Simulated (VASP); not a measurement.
A run of VASP 6.6.1 is set up as follows.

INCAR

```
SYSTEM = C
ALGO     = Normal         ! electronic algorithm
EDIFF    = 1E-6           ! SCF threshold, eV
EDIFFG   = -0.01          ! ionic threshold
ENCUT    = 600            ! plane-wave cutoff, eV
GGA      = PE             ! functional
IBRION   = 2              ! ionic algorithm
ISIF     = 3              ! what is computed and relaxed
ISMEAR   = 0              ! smearing method
LASPH    = .True.         ! aspherical terms in the spheres
LCHARG   = .False.        ! write CHGCAR
LREAL    = .False.        ! projectors in reciprocal space
LWAVE    = .False.        ! write WAVECAR
NELM     = 60             ! most SCF steps
NSW      = 100            ! ionic steps
PREC     = Accurate       ! precision mode
SIGMA    = 0.02           ! smearing width, eV
```

File KPOINTS:

```
k-points
0
Gamma
  8 8 6
  0 0 0
```

Contents of POSCAR:

```
C
1.0
    2.1818749758     -2.5261702978      0.0000000000
    2.1818749758      2.5261702978      0.0000000000
    0.0000000000      0.0000000000      4.3704703844
C
8
Direct
    0.3155549598      0.0458621553      0.4103080283
    0.4541378447      0.1844450402      0.0896919717
    0.0458621553      0.3155549598      0.5896919717
    0.1844450402      0.4541378447      0.9103080283
    0.9541378447      0.6844450402      0.4103080283
    0.6844450402      0.9541378447      0.5896919717
    0.8155549598      0.5458621553      0.0896919717
    0.5458621553      0.8155549598      0.9103080283
```

Potentials or basis: VASP PAW PBE potentials, release 64 (C).

Launch:

```sh
$ cat potpaw_PBE.64/C/POTCAR > POTCAR
$ mpirun -np 1 vasp_std > vasp.out
```

(1) Predict the band gap on the k mesh.

## Answers

(1) 2.74 eV, indirect (least direct gap 4.64 eV).

Caveat: the relaxation stopped at its first step, so nothing moved.
